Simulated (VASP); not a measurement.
# La2O3 (P-62m) in VASP: dielectric tensor with LDA

Aim: the dielectric tensor of La2O3 with LDA.

Program: VASP 6.6.1. These are calculated values, not measurements. Logs are shortened: lines on timing, memory, paths and dates and some standing lists are left out, and cuts for length are marked.

## (1) The cell of the first run

It takes space group P-62m (No. 189, hexagonal). Conventional cell: a = 6.267 Å, b = 6.267 Å, c = 3.300 Å, α = 90.00°, β = 90.00°, γ = 120.00°. La (site symmetry -6) has 6 O at 2.45 Å and 2 La at 3.30 Å within 3.3 Å. O (site symmetry m2m) has 4 La at 2.45 Å and 6 O at 3.13 to 3.30 Å within 3.3 Å.

## (2) Dielectric tensor, LDA

Input file INCAR:

```
SYSTEM = La2O3
  ALGO = Normal
  EDIFF = 1E-8
  ENCUT = 520
  GGA = CA
  ISIF = 2
  ISMEAR = 0
  LASPH = .TRUE.
  LCHARG = .FALSE.
  LEPSILON = .TRUE.
  LREAL = .FALSE.
  LWAVE = .FALSE.
  NELM = 80
  PREC = Accurate
  SIGMA = 0.01
```

Input file KPOINTS:

```
k-points
0
G
  3 3 6
  0 0 0
```

Input file POSCAR:

```
La2O3
1.0
    6.2667802800      0.0000000000      0.0000000000
   -3.1333901400      5.4271909200      0.0000000000
    0.0000000000      0.0000000000      3.2997660000
La O
2 3
Direct
    0.3333333304      0.6666666704      0.5000000000
    0.6666666696      0.3333333296      0.5000000000
    0.4919859996      0.4919859996      0.0000000000
    0.0000000000      0.5080140004      0.0000000000
    0.5080140005      0.0000000000      0.0000000000
```

Potentials or basis: VASP PAW LDA potentials, release 64 (La, O).

Started as:

```
$ cat potpaw_LDA.64/La/POTCAR potpaw_LDA.64/O/POTCAR > POTCAR
$ mpirun -np 1 vasp_std > vasp.out
```

OUTCAR:

```text
SYSTEM = La2O3
   EDIFF = 1E-8
   ENCUT = 520
   GGA = CA
   ISIF = 2
   ISMEAR = 0
   LASPH = .TRUE.
   LEPSILON = .TRUE.
   LREAL = .FALSE.
   NELM = 80
   PREC = Accurate

 ion  position               nearest neighbor table
   1  0.333  0.667  0.500-   5 2.45   5 2.45   4 2.45   4 2.45   3 2.45   3 2.45   2 3.62   2 3.62
                             2 3.62
   2  0.667  0.333  0.500-   5 2.45   5 2.45   4 2.45   4 2.45   3 2.45   3 2.45   1 3.62   1 3.62
                             1 3.62
   3  0.492  0.492  0.000-   2 2.45   2 2.45   1 2.45   1 2.45
   4  0.000  0.508  0.000-   1 2.45   1 2.45   2 2.45   2 2.45
   5  0.508  0.000  0.000-   2 2.45   2 2.45   1 2.45   1 2.45

  LATTYP: Found a hexagonal cell.
 ALAT       =     6.2667802800
 C/A-ratio  =     0.5265488580

  Lattice vectors:

 A1 = (   6.2667802800,   0.0000000000,   0.0000000000)
 A2 = (  -3.1333901400,   5.4271909200,   0.0000000000)
 A3 = (   0.0000000000,   0.0000000000,   3.2997660000)

Analysis of symmetry for initial positions (statically):
=====================================================================
 Subroutine PRICEL returns:
 Original cell was already a primitive cell.

 Routine SETGRP: Setting up the symmetry group for a
 hexagonal supercell.

 Subroutine GETGRP returns: Found 12 space group operations
 (whereof 12 operations were pure point group operations)
 out of a pool of 24 trial point group operations.

The static configuration has the point symmetry D_3h.

Analysis of symmetry for dynamics (positions and initial velocities):
=====================================================================
 Subroutine PRICEL returns:
 Original cell was already a primitive cell.

 Routine SETGRP: Setting up the symmetry group for a
 hexagonal supercell.

 Subroutine GETGRP returns: Found 12 space group operations
 (whereof 12 operations were pure point group operations)
 out of a pool of 24 trial point group operations.

The dynamic configuration has the point symmetry D_3h.

 Subroutine INISYM returns: Found 12 space group operations
 (whereof 12 operations are pure point group operations),
 and found     1 'primitive' translations

----------------------------------------------------------------------------------------

                                     Primitive cell

  volume of cell :     112.2284

  direct lattice vectors                    reciprocal lattice vectors
     6.266780280  0.000000000  0.000000000     0.159571575  0.092128692  0.000000000
    -3.133390140  5.427190920  0.000000000     0.000000000  0.184257384  0.000000000
     0.000000000  0.000000000  3.299766000     0.000000000  0.000000000  0.303051792

  length of vectors
     6.266780280  6.266780278  3.299766000     0.184257384  0.184257384  0.303051792

  position of ions in fractional coordinates (direct lattice)
     0.333333330  0.666666670  0.500000000
     0.666666670  0.333333330  0.500000000
     0.491986000  0.491986000  0.000000000
     0.000000000  0.508014000  0.000000000
     0.508014000  0.000000000  0.000000000

  ion indices of the primitive-cell ions
   primitive index   ion index
                 1           1
                 2           2
                 3           3
                 4           4
                 5           5

----------------------------------------------------------------------------------------

 KPOINTS: k-points

Automatic generation of k-mesh.
 Grid dimensions read from file:
[... 79 lines left out ...]
   AEXX    =    0.0000 exact exchange contribution
   IVDW    =     0    specifies the selected vdW correction
   LEPSILON=     T    determine dielectric tensor
   LRPA    =     F    only Hartree local field effects (RPA)
 non-spin polarized calculation
 Gauss-broadening in eV      SIGMA  =   0.01
  energy-cutoff  :      520.00
  volume of cell :      112.23
 maximum number of plane-waves:      3036
 NGX is ok and might be reduce to    48
   NGX = 23   NGY = 23   NGZ = 13

--------------------------------------- Ionic step        1  -------------------------------------------

 number of electron      39.9999994 magnetization

 E-fermi :   3.2407     XC(G=0):  -8.8238

 val. band max:        3.0883567524   @ k =   0.0000   0.0000   0.5000
 cond. band min:       4.4695110174   @ k =   0.0000   0.0000   0.0000
 fundamental gap:      1.3811542650
 Fermi energy:         3.2406768671

 k-point     1 :       0.0000    0.0000    0.0000
  band No.  band energies     occupation
      1     -27.2849      2.00000
      2     -27.0543      2.00000
      3     -14.1951      2.00000
      4     -14.1951      2.00000
      5     -12.4611      2.00000
      6     -10.8482      2.00000
[... 313 lines left out ...]
     23       7.3738      0.00000
     24       7.3740      0.00000

  FORCE on cell =-STRESS in cart. coord.  units (eV):
  Direction    XX          YY          ZZ          XY          YZ          ZX
  --------------------------------------------------------------------------------------
  -------------------------------------------------------------------------------------
  Total       -1.2017915     -1.2017915     -4.4574623      0.0000000      0.0000000      0.0000000
  in kB      -17.1568278    -17.1568278    -63.6349268      0.0000000      0.0000000      0.0000000
  external PRESSURE =     -32.6495275 kB  Pullay stress =       0.0000000 kB

 VOLUME and BASIS-vectors are now :
 -----------------------------------------------------------------------------
  energy-cutoff  :      520.00
  volume of cell :      112.23
      direct lattice vectors                 reciprocal lattice vectors
     6.266780280  0.000000000  0.000000000     0.159571575  0.092128692  0.000000000
    -3.133390140  5.427190920  0.000000000     0.000000000  0.184257384  0.000000000
     0.000000000  0.000000000  3.299766000     0.000000000  0.000000000  0.303051792

 POSITION                                       TOTAL-FORCE (eV/Angst)
 -----------------------------------------------------------------------------------
     -0.00000      3.61813      1.64988        -0.000000      0.000000      0.000000
      3.13339      1.80906      1.64988        -0.000000      0.000000      0.000000
      1.54158      2.67010      0.00000         0.036647      0.063474     -0.000000
     -1.59181      2.75709      0.00000         0.036647     -0.063474      0.000000
      3.18361      0.00000      0.00000        -0.073293      0.000000      0.000000
 -----------------------------------------------------------------------------------
    total drift:                               -0.000001     -0.000000     -0.000000

  FREE ENERGIE OF THE ION-ELECTRON SYSTEM (eV)
  ---------------------------------------------------
  free  energy   TOTEN  =       -44.3926983696 eV

  energy  without entropy=      -44.3926983696  energy(sigma->0) =      -44.39269837

 HEAD OF MICROSCOPIC STATIC DIELECTRIC TENSOR (INDEPENDENT PARTICLE, excluding Hartree and local field effects)
 ------------------------------------------------------
           3.749141     0.000000     0.000000
           0.000000     3.749141     0.000000
           0.000000     0.000000     4.565133
 ------------------------------------------------------

 Free energy of the ion-electron system (eV)
  ---------------------------------------------------
  ---------------------------------------------------
  free energy    TOTEN  =        -0.79838160 eV

  energy without entropy =       -0.79838160

------------------------ aborting loop because EDIFF is reached ----------------------------------------

--------------------------------------- Ionic step        2  -------------------------------------------

------------------------ aborting loop because EDIFF is reached ----------------------------------------

--------------------------------------- Ionic step        3  -------------------------------------------

 Free energy of the ion-electron system (eV)
  ---------------------------------------------------
  ---------------------------------------------------
  free energy    TOTEN  =        -1.11140567 eV

  energy without entropy =       -1.11140567

------------------------ aborting loop because EDIFF is reached ----------------------------------------

 PIEZOELECTRIC TENSOR FIELD DIRECTION 3  (e Angst)
 -----------------------------------------------------------------------------
     0.00728 -0.00000  0.00000           (  0.00013 -0.00000  0.00000)
    -0.00000  0.00728  0.00000           ( -0.00000  0.00013  0.00000)
     0.00000 -0.00000 -0.01874           (  0.00000  0.00000 -0.00049)

 PIEZOELECTRIC TENSOR FIELD DIRECTION 3  (C/m^2)
 -----------------------------------------------------------------------------
     0.00104 -0.00000  0.00000
    -0.00000  0.00104  0.00000
     0.00000 -0.00000 -0.00268

 MACROSCOPIC STATIC DIELECTRIC TENSOR (including local field effects in DFT)
 ------------------------------------------------------
           3.440513     0.000000     0.000000
          -0.000000     3.440513     0.000000
           0.000000    -0.000000     4.412140
 ------------------------------------------------------

 PIEZOELECTRIC TENSOR (including local field effects)  for field in x, y, z        (e  Angst)
          XX          YY          ZZ          XY          YZ          ZX
  --------------------------------------------------------------------------------
  x     0.21035    -0.21035    -0.00000    -0.00000     0.00000     0.00000
  y     0.00000     0.00000     0.00000    -0.21035     0.00000     0.00000
  z     0.00000     0.00000     0.00000    -0.00000     0.00000     0.00000

 PIEZOELECTRIC TENSOR (including local field effects)  for field in x, y, z        (C/m^2)
          XX          YY          ZZ          XY          YZ          ZX
  --------------------------------------------------------------------------------
  x     0.03003    -0.03003    -0.00000    -0.00000     0.00000     0.00000
  y     0.00000     0.00000     0.00000    -0.03003     0.00000     0.00000
  z     0.00000     0.00000     0.00000    -0.00000     0.00000     0.00000

 BORN EFFECTIVE CHARGES (including local field effects) (in |e|, cummulative output)
 ---------------------------------------------------------------------------------
 ion    1
    1     3.45258    -0.03347     0.00000
    2     0.03347     3.45258     0.00000
    3    -0.00000    -0.00000     5.04169
 ion    2
    1     3.45258     0.03347     0.00000
    2    -0.03347     3.45258     0.00000
    3     0.00000    -0.00000     5.04169
 ion    3
    1    -3.03890     1.27682     0.00000
    2     1.27682    -1.56455     0.00000
    3     0.00000     0.00000    -3.36113
 ion    4
    1    -3.03890    -1.27682     0.00000
    2    -1.27682    -1.56455     0.00000
    3     0.00000     0.00000    -3.36113
 ion    5
    1    -0.82737     0.00000     0.00000
    2     0.00000    -3.77607     0.00000
    3     0.00000     0.00000    -3.36113
```

Run time: 32 min. Hardware: 1 thread of Intel Xeon 8259CL, shared host; peak memory 0.33 GiB.

Results:

```yaml
Band_gap_on_the_k_mesh: 1.38 eV (least direct gap 1.90 eV)
Electronic_dielectric_tensor_diagonal: 3.44, 3.44, 4.41
Born_charges_mean_of_the_diagonal: La +3.98; O -2.65 e
```

Levels at points of the mesh, in eV from the valence-band top:
```
           k point  band 16  band 17  band 18  band 19  band 20  band 21  band 22  band 23  band 24
(0.00, 0.00, 0.00)    -1.98    -1.03    -1.03    -0.74    -0.52     1.38     3.32     3.85     3.85
(0.00, 0.00, 0.50)    -1.50    -1.22    -1.22    -0.34     0.00     4.11     4.15     4.21     4.34
```

Electronic dielectric tensor:
```
3.44 0.00 0.00
0.00 3.44 0.00
0.00 0.00 4.41
```

Born effective charge tensors (e):
atom 1, La
```
 3.45 -0.03  0.00
 0.03  3.45  0.00
 0.00  0.00  5.04
```
atom 2, La
```
 3.45  0.03  0.00
-0.03  3.45  0.00
 0.00  0.00  5.04
```
atom 3, O
```
-3.04  1.28  0.00
 1.28 -1.56  0.00
 0.00  0.00 -3.36
```
atom 4, O
```
-3.04 -1.28  0.00
-1.28 -1.56  0.00
 0.00  0.00 -3.36
```
atom 5, O
```
-0.83  0.00  0.00
 0.00 -3.78  0.00
 0.00  0.00 -3.36
```

Caveat: spin-orbit coupling is left out, which moves the levels of the heavy elements. A k mesh can miss the band edges.
